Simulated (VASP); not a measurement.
# Tl8Cl7 (a cell with a defect) in VASP: single point with PBE

Aim: the single point of Tl8Cl7 (a cell with a defect) with PBE.

Program: VASP 6.6.1. These are calculated values, not measurements. Logs are shortened: lines on timing, memory, paths and dates and some standing lists are left out, and cuts for length are marked.

### 1 The cell of the first run

The cell holds a defect, 15 atoms: a = 7.745 Å, b = 7.745 Å, c = 7.745 Å, α = 90.00°, β = 90.00°, γ = 90.00°.

### 2 Single point, PBE

Contents of INCAR:

```
ALGO     = Normal         # electronic algorithm
EDIFF    = 1E-6           # SCF threshold, eV
ENCUT    = 520            # plane-wave cutoff, eV
GGA      = PE             # functional
ISIF     = 2              # what is computed and relaxed
ISMEAR   = 1              # smearing method
LASPH    = True           # aspherical terms in the spheres
LCHARG   = False          # write CHGCAR
LREAL    = Auto         
LWAVE    = False          # write WAVECAR
NBANDS   = 90             # bands
NELM     = 100            # most SCF steps
PREC     = Accurate       # precision mode
SIGMA    = 0.15           # smearing width, eV
```

Contents of KPOINTS:

```
k-points
0
Gamma
  2 2 2
```

Contents of POSCAR:

```
Tl8Cl7
1.0
    7.7454060000      0.0000000000      0.0000000000
    0.0000000000      7.7454060000      0.0000000000
    0.0000000000      0.0000000000      7.7454060000
Tl Cl
8 7
Direct
    0.0022319037     -0.0020702595      0.0011976131
    0.0011091736     -0.0009058273      0.4999976760
    0.0002050248      0.4990147708      0.0018448355
    0.0014923685      0.5000943785      0.5010110509
    0.4990913323      0.0136288530     -0.0129963491
    0.4980501990      0.0125557008      0.5160648777
    0.4971969191      0.4846738828     -0.0138147697
    0.4984682533      0.4835401785      0.5150505990
    0.2457921509      0.2490520187      0.2514060593
    0.2346550975      0.2485473324      0.7511357055
    0.3721807482      0.7487909607      0.2511633348
    0.2457460590      0.7481179166      0.7510803178
    0.7525712661      0.2477069633      0.2511674662
    0.7756098260      0.2487638479      0.7511395787
    0.7525846934      0.7487567469      0.7516749929
```

Potentials or basis: VASP PAW PBE potentials, release 64 (Tl_d, Cl).

Launch:

```
cat potpaw_PBE.64/Tl_d/POTCAR potpaw_PBE.64/Cl/POTCAR > POTCAR
mpirun -np 1 vasp_std > vasp.out
```

OUTCAR:

```text
EDIFF = 1E-6
   ENCUT = 520
   GGA = PE
   ISIF = 2
   ISMEAR = 1
   LASPH = True
   LREAL = Auto
   NELM = 100
   PREC = Accurate

 ion  position               nearest neighbor table
   1  0.002  0.998  0.001-  14 3.26  10 3.28  12 3.32   9 3.33  15 3.35  13 3.35   5 3.85   2 3.86
                             3 3.86   3 3.88   2 3.88   5 3.90
   2  0.001  0.999  0.500-  14 3.25  10 3.28   9 3.32  13 3.34  12 3.34  15 3.36   6 3.85   1 3.86
                             4 3.86   4 3.88   1 3.88   6 3.90
   3  0.000  0.499  0.002-  14 3.25  10 3.29   9 3.33  12 3.33  15 3.34  13 3.35   7 3.85   1 3.86
                             4 3.87   4 3.88   1 3.88   7 3.90
   4  0.001  0.500  0.501-  14 3.26  10 3.29  12 3.32   9 3.33  15 3.35  13 3.36   8 3.85   2 3.86
                             3 3.87   3 3.88   2 3.88   8 3.90
   5  0.499  0.014  0.987-  11 3.06  10 3.29  14 3.35  13 3.37   9 3.37  15 3.37  12 3.38   6 3.65
                             7 3.65   1 3.85   1 3.90   7 4.10   6 4.10
   6  0.498  0.013  0.516-  11 3.06  10 3.29  14 3.36  12 3.37   9 3.37  15 3.38  13 3.38   5 3.65
                             8 3.65   2 3.85   2 3.90   8 4.10   5 4.10
   7  0.497  0.485  0.986-  11 3.06  10 3.29  12 3.36  14 3.36   9 3.37  15 3.38  13 3.39   5 3.65
                             8 3.65   3 3.85   3 3.90   8 4.10   5 4.10
   8  0.498  0.484  0.515-  11 3.06  10 3.29  14 3.36   9 3.36  12 3.37  13 3.37  15 3.38   6 3.65
                             7 3.65   4 3.85   4 3.90   7 4.10   6 4.10
   9  0.246  0.249  0.251-   2 3.32   1 3.33   4 3.33   3 3.33   8 3.36   7 3.37   5 3.37   6 3.37

  10  0.235  0.249  0.751-   1 3.28   2 3.28   7 3.29   4 3.29   6 3.29   8 3.29   3 3.29   5 3.29

  11  0.372  0.749  0.251-   6 3.06   7 3.06   8 3.06   5 3.06
  12  0.246  0.748  0.751-   4 3.32   1 3.32   3 3.33   2 3.34   7 3.36   6 3.37   8 3.37   5 3.38

  13  0.753  0.248  0.251-   2 3.34   3 3.35   1 3.35   4 3.36   5 3.37   8 3.37   6 3.38   7 3.39

  14  0.776  0.249  0.751-   3 3.25   2 3.25   4 3.26   1 3.26   5 3.35   8 3.36   6 3.36   7 3.36

  15  0.753  0.749  0.752-   3 3.34   4 3.35   1 3.35   2 3.36   5 3.37   6 3.38   7 3.38   8 3.38

  LATTYP: Found a simple cubic cell.
 ALAT       =     7.7454060000

  Lattice vectors:

 A1 = (   7.7454060000,   0.0000000000,   0.0000000000)
 A2 = (   0.0000000000,   7.7454060000,   0.0000000000)
 A3 = (   0.0000000000,   0.0000000000,   7.7454060000)

Analysis of symmetry for initial positions (statically):
=====================================================================
 Subroutine PRICEL returns:
 Original cell was already a primitive cell.

[... 148 lines left out ...]
   IMIX   =      4    mixing-type and parameters
     AMIX     =   0.40;   BMIX     =  1.00
     AMIX_MAG =   1.60;   BMIX_MAG =  1.00
  volume/ion in A,a.u.               =      30.98       209.04
  Fermi-wavevector in a.u.,A,eV,Ry     =   1.130475  2.136289 17.387901  1.277975
  Thomas-Fermi vector in A             =   2.267172
   LORBIT       =      0    0 simple, 1 ext, 2 COOP (PROOUT), +10 PAW based schemes
   GGA     = PE    functional components
   LHFCALC =     F    Hartree Fock is set to
   AEXX    =    0.0000 exact exchange contribution
   IVDW    =     0    specifies the selected vdW correction
   LEPSILON=     F    determine dielectric tensor
   LRPA    =     F    only Hartree local field effects (RPA)
 non-spin polarized calculation
 Methfessel and Paxton  Order N= 1 SIGMA  =   0.15
  energy-cutoff  :      520.00
  volume of cell :      464.66
 maximum number of plane-waves:     12568
 NGX is ok and might be reduce to    60
   NGX = 29   NGY = 29   NGZ = 29

 number of electron     152.9999990 magnetization

 Free energy of the ion-electron system (eV)
  ---------------------------------------------------
  ext. energy  EPLUGINS =         0.00000000
  ---------------------------------------------------
  free energy    TOTEN  =       -43.56370063 eV

  energy without entropy =      -43.57230146  energy(sigma->0) =      -43.56656758

 E-fermi :   4.6427     XC(G=0):  -8.7112

 val. band max:        4.4496998095   @ k =   0.5000   0.0000   0.0000
 cond. band min:       4.7596628949   @ k =   0.0000   0.5000   0.0000
 fundamental gap:      0.3099630855
 Fermi energy:         4.6427122294

 k-point     1 :       0.0000    0.0000    0.0000
  band No.  band energies     occupation
      1     -11.6365      2.00000
      2     -11.4513      2.00000
      3     -11.3713      2.00000
      4     -11.2909      2.00000
      5     -11.2679      2.00000
      6     -11.1918      2.00000
[... 717 lines left out ...]
     87       6.9886     -0.00000
     88       7.0331     -0.00000
 [bands above 88 left out]

------------------------ aborting loop because EDIFF is reached ----------------------------------------

  FORCE on cell =-STRESS in cart. coord.  units (eV):
  Direction    XX          YY          ZZ          XY          YZ          ZX
  --------------------------------------------------------------------------------------
  -------------------------------------------------------------------------------------
  Total        2.1335161      1.2266451      1.2260755     -0.0010480      0.0085626      0.0044263
  in kB        7.3565458      4.2295770      4.2276131     -0.0036137      0.0295246      0.0152621
  external PRESSURE =       5.2712453 kB  Pullay stress =       0.0000000 kB

 VOLUME and BASIS-vectors are now :
 -----------------------------------------------------------------------------
  energy-cutoff  :      520.00
  volume of cell :      464.66
      direct lattice vectors                 reciprocal lattice vectors
     7.745406000  0.000000000  0.000000000     0.129108790  0.000000000  0.000000000
     0.000000000  7.745406000  0.000000000     0.000000000  0.129108790  0.000000000
     0.000000000  0.000000000  7.745406000     0.000000000  0.000000000  0.129108790

 POSITION                                       TOTAL-FORCE (eV/Angst)
 -----------------------------------------------------------------------------------
      0.01729      7.72937      0.00928         0.008448     -0.003422      0.002551
      0.00859      7.73839      3.87268         0.008561     -0.001662     -0.001432
      0.00159      3.86507      0.01429         0.010723      0.002643      0.002693
      0.01156      3.87343      3.88053         0.008635      0.001551     -0.004235
      3.86566      0.10556      7.64474         0.004143     -0.004813      0.005733
      3.85760      0.09725      3.99713         0.006812     -0.004765     -0.004764
      3.85099      3.75400      7.63840         0.008367      0.005329      0.004932
      3.86084      3.74521      3.98928         0.007047      0.005181     -0.004832
      1.90376      1.92901      1.94724         0.005269     -0.001611      0.000396
      1.81750      1.92510      5.81785         0.031159      0.000561     -0.000865
      2.88269      5.79969      1.94536        -0.109738     -0.000424      0.000190
      1.90340      5.79448      5.81742         0.005711      0.000496      0.000514
      5.82897      1.91859      1.94539        -0.003435      0.001841     -0.000079
      6.00741      1.92678      5.81788         0.012460     -0.000908      0.000177
      5.82907      5.79942      5.82203        -0.004162      0.000003     -0.000978
 -----------------------------------------------------------------------------------
    total drift:                               -0.003586      0.003271     -0.002272

  FREE ENERGIE OF THE ION-ELECTRON SYSTEM (eV)
  ---------------------------------------------------
  free  energy   TOTEN  =       -43.5637006332 eV

  energy  without entropy=      -43.5723014607  energy(sigma->0) =      -43.56656758
```

OSZICAR:

```text
N       E                     dE             d eps       ncg     rms          rms(c)
DAV:   1     0.100829939835E+04    0.10083E+04   -0.75614E+04  1448   0.152E+03
DAV:   2     0.366397859009E+02   -0.97166E+03   -0.93890E+03  1656   0.332E+02
DAV:   3    -0.447271695116E+02   -0.81367E+02   -0.80409E+02  1588   0.744E+01
DAV:   4    -0.466277851212E+02   -0.19006E+01   -0.18924E+01  1606   0.120E+01
DAV:   5    -0.466669715300E+02   -0.39186E-01   -0.39152E-01  1740   0.179E+00    0.108E+01
DAV:   6    -0.437581216507E+02    0.29088E+01   -0.55175E+00  1640   0.604E+00    0.672E+00
DAV:   7    -0.435805459170E+02    0.17758E+00   -0.21519E+00  1604   0.304E+00    0.340E+00
DAV:   8    -0.435827182471E+02   -0.21723E-02   -0.38549E-01  1592   0.181E+00    0.540E-01
DAV:   9    -0.435610071568E+02    0.21711E-01   -0.98355E-02  1618   0.850E-01    0.259E-01
DAV:  10    -0.435626868940E+02   -0.16797E-02   -0.12610E-02  1520   0.267E-01    0.119E-01
DAV:  11    -0.435635006721E+02   -0.81378E-03   -0.17257E-03  1524   0.120E-01    0.719E-02
DAV:  12    -0.435636474762E+02   -0.14680E-03   -0.32216E-04  1560   0.454E-02    0.240E-02
DAV:  13    -0.435636746182E+02   -0.27142E-04   -0.65716E-05  1526   0.201E-02    0.145E-02
DAV:  14    -0.435636931468E+02   -0.18529E-04   -0.21103E-05  1312   0.104E-02    0.858E-03
DAV:  15    -0.435637000366E+02   -0.68898E-05   -0.11284E-05  1240   0.703E-03    0.384E-03
DAV:  16    -0.435637006332E+02   -0.59660E-06   -0.97381E-07  1104   0.264E-03
   1 F= -.43563701E+02 E0= -.43566568E+02  d E =0.860083E-02
```

Wall time 9.8 min (1 thread of Intel Xeon Platinum 8488C (Sapphire Rapids), shared host); peak memory 0.58 GiB.

Results:

```
Free energy            : -43.5637 eV
Pressure               : 0.5 GPa
Largest force          : 0.110 eV/Å
Band gap on the k mesh : zero (an odd number of electrons rules out a gap without spin polarisation)
```

Forces on the atoms (eV/Å):
```
Tl   0.008 -0.003  0.003
Tl   0.009 -0.002 -0.001
Tl   0.011  0.003  0.003
Tl   0.009  0.002 -0.004
Tl   0.004 -0.005  0.006
Tl   0.007 -0.005 -0.005
Tl   0.008  0.005  0.005
Tl   0.007  0.005 -0.005
Cl   0.005 -0.002  0.000
Cl   0.031  0.001 -0.001
Cl  -0.110  0.000  0.000
Cl   0.006  0.000  0.001
Cl  -0.003  0.002  0.000
Cl   0.012 -0.001  0.000
Cl  -0.004  0.000 -0.001
```

Stress tensor (GPa, compression positive):
```
0.74 0.00 0.00
0.00 0.42 0.00
0.00 0.00 0.42
```

Caveat: the k points lie up to 0.41 Å⁻¹ apart, too coarse for converged energies and pressures of a metal; spin-orbit coupling is left out, which moves the levels of the heavy elements; an odd number of electrons without spin polarisation forces a metal; a magnetic or distorted state may lie lower.

The gap in the log of VASP goes by the Fermi energy; the results here count the filled bands.